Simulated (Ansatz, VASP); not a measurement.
One calculation of NiO2, two programs

INCAR

```
SYSTEM = NiO2
PREC = Accurate
ENCUT = 600
EDIFF = 1E-6
ISMEAR = -1
SIGMA = 0.1
LREAL = .False.
LASPH = .True.
NELM = 200
ALGO = Normal
ISIF = 2
LWAVE = .False.
LCHARG = .True.
ISPIN = 2
MAGMOM = 1 0 0
LORBIT = 11
LMAXMIX = 4
LDAU = .True.
LDAUTYPE = 2
LDAUL = 2 -1
LDAUU = 5 0
LDAUJ = 0 0
LDAUPRINT = 1
GGA = CA
LELF = .True.
LVHAR = .True.
NBANDS = 22
GGA_COMPAT = .False.
```

KPOINTS

```
Automatic mesh
0
Gamma
  11 11 11
  0 0 0
```

The input POSCAR:

```
NiO2
1.0
    1.4021290000      0.8095195556      6.9742946667
   -1.4021290000      0.8095195556      6.9742946667
    0.0000000000     -1.6190391112      6.9742946667
Ni O
1 2
Direct
    0.0000000000      0.0000000000      0.0000000000
    0.6212106667      0.6212106667      0.6212106667
    0.3787893333      0.3787893333      0.3787893333
```

Input for Ansatz:

```yaml
crystal:
  lattice:
    a: 2.804258
    b: 2.804258
    c: 20.922884
    alpha: 90.0
    beta: 90.0
    gamma: 120.0
  space_group: 166
  atoms:
    - { symbol: Ni, position: [0.0, 0.0, 0.0] }
    - { symbol: O, position: [0.6666666666666666, 0.3333333333333333, 0.954544] }
  reduce_to_primitive: true
basis:
  ecutwfc: 517.016338673772
kpoints:
  mp_grid:
    grid: [11, 11, 11]
hamiltonian:
  xc: lda
  hubbard:
    - { species: Ni, l: d, u_eff: 5.0 }
magnetization:
  spin_polarized: true
  per_species:
    Ni: 1.0
scf:
  occupations:
    method: fermi_dirac
    width: 0.1
output:
  forces: true
  stress: true
```

Alike in both runs: task single point; functional LDA; k mesh 11 × 11 × 11; occupations fermi-dirac, width 0.1 eV; collinear spin; Hubbard terms Ni d U = 5.0 eV.

```csv
,VASP,Ansatz
version,VASP 6.6.1,Ansatz 0.2.0
potentials or method,"VASP PAW LDA potentials, release 64 (Ni, O), cutoff 600 eV","plane waves, PAW"
valence electrons in the cell,22,30
```

Ansatz gave:

```
pressure (GPa)                                                : -7.5
traceless stress, the component that is largest in VASP (GPa) : 2.32
rms of the force components (eV/Å)                            : 0.378
net moment per atom (μB)                                      : 0.00
```

**Question.** Estimate VASP's values.

**Answer.** Pressure (GPa): -12.0; traceless stress, the component that is largest in VASP (GPa): 3.82; rms of the force components (eV/Å): 0.582; net moment per atom (μB): 0.00.

LDA's correlation is that of Perdew and Zunger in VASP and of Perdew and Wang (1992) in Ansatz. The programs project onto different local orbitals, so the same U acts differently, and such runs can settle in different states. Atom by atom the forces differ by 0.204 eV/Å (rms over components). VASP's potentials hold 22 valence electrons a cell and Ansatz's 30, so a difference there can come from the potentials and not from the codes. Ansatz's warnings: seeded moment not kept.
